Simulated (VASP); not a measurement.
Set up this calculation in VASP 6.6.1, as the native input.

```yaml
Task: single point
Functional: PBEsol
Potentials_or_basis: VASP PAW PBE potentials, release 64 (Sb)
Cutoff: 520 eV
k_mesh: 18 × 18 × 18
Occupations: gaussian, width 0.15 eV
Spin: no spin polarisation
Dipole_correction: no
Further_INCAR_settings: ALGO = Normal; EDIFF = 1e-06; NBANDS = 8
```

The structure of Sb lies in POSCAR:

```
Sb
1.0
   -1.8994109996      1.8713408863      1.8713408863
    1.8994109996     -1.8713408863      1.8713408863
    1.8994109996      1.8713408863     -1.8713408863
Sb
1
Direct
    0.0000000000      0.0000000000      0.0000000000
```

This cell differs from its parent crystal: strain +0.0150 x Voigt [1, 0, 0, 0, 0, 0].

These files were run (other wordings do the same):

INCAR

```
SYSTEM = Sb
PREC = Accurate
ENCUT = 520
EDIFF = 1E-6
ISMEAR = 0
SIGMA = 0.15
LREAL = .FALSE.
LASPH = .TRUE.
NELM = 60
ALGO = Normal
ISIF = 2
LWAVE = .FALSE.
LCHARG = .FALSE.
GGA = PS
NBANDS = 8
```

KPOINTS

```
Automatic mesh
0
G
  18 18 18
  0 0 0
```

Potentials or basis: VASP PAW PBE potentials, release 64 (Sb).

Command:

```sh
$ cat potpaw_PBE.64/Sb/POTCAR > POTCAR
$ mpirun -np 1 vasp_std > vasp.out
```

Results of the run:

| Property | Result |
| --- | --- |
| Pressure | -1.7 GPa |

Caveat: the cell differs from its parent crystal (strain +0.0150 x Voigt [1, 0, 0, 0, 0, 0]); the PAW data sets were made with another functional, which shifts forces and pressure a little.

Wall time 25 s on 1 thread of Intel(R) Xeon(R) Platinum 8488C (Sapphire Rapids), on a shared host, peak memory 0.22 GiB.
